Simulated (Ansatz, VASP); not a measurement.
**One calculation of Cd4SeS3, two programs**

Contents of POSCAR:

```
Cd4SeS3
1.0
    4.2414692135      0.0000000000      0.0000000000
   -2.1207346068      3.6732200883      0.0000000000
    0.0000000000      0.0000000000     13.8270021000
Cd Se S
4 1 3
Direct
    0.3333333333      0.6666666667      0.0047750000
    0.3333333333      0.6666666667      0.4942740000
    0.6666666667      0.3333333333      0.2495360000
    0.6666666667      0.3333333333      0.7604340000
    0.3333333333      0.6666666667      0.6885050000
    0.3333333333      0.6666666667      0.1908310000
    0.6666666667      0.3333333333      0.4356190000
    0.6666666667      0.3333333333      0.9460270000
```

INCAR.step1

```
SYSTEM = Cd4SeS3
  PREC = Accurate
  ENCUT = 520
  ISMEAR = 0
  SIGMA = 0.02
  LREAL = .False.
  LASPH = .True.
  NELM = 60
  NBANDS = 46
  GGA = PE
  ALGO = Normal
  EDIFF = 1E-4
  LWAVE = .True.
  LCHARG = .False.
```

File INCAR.step2:

```
SYSTEM = Cd4SeS3
  PREC = Accurate
  ENCUT = 520
  EDIFF = 1E-7
  ISMEAR = 0
  SIGMA = 0.02
  LREAL = .False.
  LASPH = .True.
  NELM = 60
  ALGO = Normal
  ISIF = 2
  LWAVE = .False.
  LCHARG = .False.
  METAGGA = R2SCAN
  LMIXTAU = .True.
  NBANDS = 46
  ISTART = 1
```

File KPOINTS:

```
Automatic mesh
0
Gamma
  6 6 2
  0 0 0
```

Input for Ansatz:

```yaml
crystal:
  lattice:
    - [4.2414692135, 0.0, 0.0]
    - [-2.1207346068, 3.6732200883, 0.0]
    - [0.0, 0.0, 13.8270021]
  atoms:
    - { symbol: Cd, position: [0.3333333333, 0.6666666667, 0.004775] }
    - { symbol: Cd, position: [0.3333333333, 0.6666666667, 0.494274] }
    - { symbol: Cd, position: [0.6666666667, 0.3333333333, 0.249536] }
    - { symbol: Cd, position: [0.6666666667, 0.3333333333, 0.760434] }
    - { symbol: Se, position: [0.3333333333, 0.6666666667, 0.688505] }
    - { symbol: S, position: [0.3333333333, 0.6666666667, 0.190831] }
    - { symbol: S, position: [0.6666666667, 0.3333333333, 0.435619] }
    - { symbol: S, position: [0.6666666667, 0.3333333333, 0.946027] }
basis:
  ecutwfc: 500
kpoints:
  mp_grid: { grid: [6, 6, 2] }
  band_path:
    path:
      - [[0.0, 0.0, 0.0], [0.5, 0.0, 0.0], [0.33333333, 0.33333333, 0.0], [0.0, 0.0, 0.0], [0.0, 0.0, 0.5], [0.5, 0.0, 0.5], [0.33333333, 0.33333333, 0.5], [0.0, 0.0, 0.5]]
      - [[0.5, 0.0, 0.5], [0.5, 0.0, 0.0]]
      - [[0.33333333, 0.33333333, 0.5], [0.33333333, 0.33333333, 0.0]]
    npoints: 14
hamiltonian:
  xc: r2scan
scf:
  occupations: { method: gaussian, width: 0.02 }
  n_extra_bands: 20
output:
  forces: true
  stress: true
  eigenvalues: true
  populations: true
  dos: { projected: true, de: 0.02, nscf_kmesh: { grid: [9, 9, 3] } }
  bader: true
  write_density: true
  write_potential: true
  elf: true
  volumetric_format: npy
```

Alike in both runs: task single point; functional r2SCAN; k mesh 6 × 6 × 2; occupations gaussian, width 0.02 eV; no spin polarisation.

|  | VASP | Ansatz |
| --- | --- | --- |
| version | VASP 6.6.1 | Ansatz 0.2.0 |
| potentials or method | VASP PAW PBE potentials, release 64 (Cd, Se, S), cutoff 520 eV | scalar-relativistic, plane waves, PAW |
| valence electrons in the cell | 72 | 114 |

```csv
,VASP,Ansatz,Ansatz less VASP
gap on the k mesh at the Fermi level (eV),1.19,1.20,+0.009
least direct gap on the mesh (eV),1.19,1.20,+0.009
pressure (GPa),-1.2,-1.4,-0.26
rms of the force components (eV/Å),0.006,0.006,+0.0002
```

VASP's potentials were made for PBE, not for r2SCAN. Atom by atom the forces differ by 0.002 eV/Å (rms over components). VASP's potentials hold 72 valence electrons a cell and Ansatz's 114, so a difference there can come from the potentials and not from the codes.
